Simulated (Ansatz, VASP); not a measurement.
Two plane-wave programs on Cu

The input POSCAR:

```
Cu
1.0
    0.0000000000      1.7816860421      1.7816860421
    1.7816860421      0.0000000000      1.7816860421
    1.7816860421      1.7816860421      0.0000000000
Cu
1
Direct
    0.0000000000      0.0000000000      0.0000000000
```

File INCAR.step1:

```
SYSTEM = Cu
PREC = Accurate
ENCUT = 520
ISMEAR = 0
SIGMA = 0.1
LREAL = .FALSE.
LASPH = .TRUE.
NELM = 100
NBANDS = 12
GGA = PE
ALGO = Normal
EDIFF = 1E-4
LWAVE = .TRUE.
LCHARG = .FALSE.
```

File INCAR.step2:

```
SYSTEM = Cu
PREC = Accurate
ENCUT = 520
EDIFF = 1E-6
ISMEAR = 0
SIGMA = 0.1
LREAL = .FALSE.
LASPH = .TRUE.
NELM = 100
ALGO = Normal
ISIF = 2
LWAVE = .FALSE.
LCHARG = .FALSE.
METAGGA = R2SCAN
LMIXTAU = .TRUE.
NBANDS = 12
ISTART = 1
```

File KPOINTS:

```
regular mesh
0
G
  20 20 20
  0 0 0
```

Input for Ansatz:

```yaml
crystal:
  lattice:
    - [0.0, 1.7816860421, 1.7816860421]
    - [1.7816860421, 0.0, 1.7816860421]
    - [1.7816860421, 1.7816860421, 0.0]
  atoms:
    - { symbol: Cu, position: [0.0, 0.0, 0.0] }
basis:
  ecutwfc: 500
kpoints:
  mp_grid: { grid: [20, 20, 20] }
  band_path:
    path:
      - [0.0, 0.0, 0.0]
      - [0.5, 0.0, 0.5]
      - [0.625, 0.25, 0.625]
      - [0.375, 0.375, 0.75]
      - [0.5, 0.5, 0.5]
      - [0.5, 0.25, 0.75]
    npoints: 1
hamiltonian:
  xc: r2scan
scf:
  occupations: { method: gaussian, width: 0.1 }
  n_extra_bands: 4
output:
  forces: true
  stress: true
  eigenvalues: true
```

Alike in both runs: task single point; functional r2SCAN; k mesh 20 × 20 × 20; occupations gaussian, width 0.1 eV; no spin polarisation.

|  | VASP | Ansatz |
| --- | --- | --- |
| version | VASP 6.6.1 | Ansatz 0.2.0 |
| potentials or method | VASP PAW PBE potentials, release 64 (Cu), cutoff 520 eV | scalar-relativistic, plane waves, PAW |
| valence electrons in the cell | 11 | 19 |

```tsv
	VASP	Ansatz	Ansatz less VASP
gap on the k mesh at the Fermi level (eV)	none	none	-
pressure (GPa)	2.4	1.9	-0.51
```

VASP's potentials were made for PBE, not for r2SCAN. A gap of «none» marks a metal or a gap that the smearing closes. The functional is the same, so the differences come from potentials, cutoffs and numerics. VASP's potentials hold 11 valence electrons a cell and Ansatz's 19, so a difference there can come from the potentials and not from the codes.
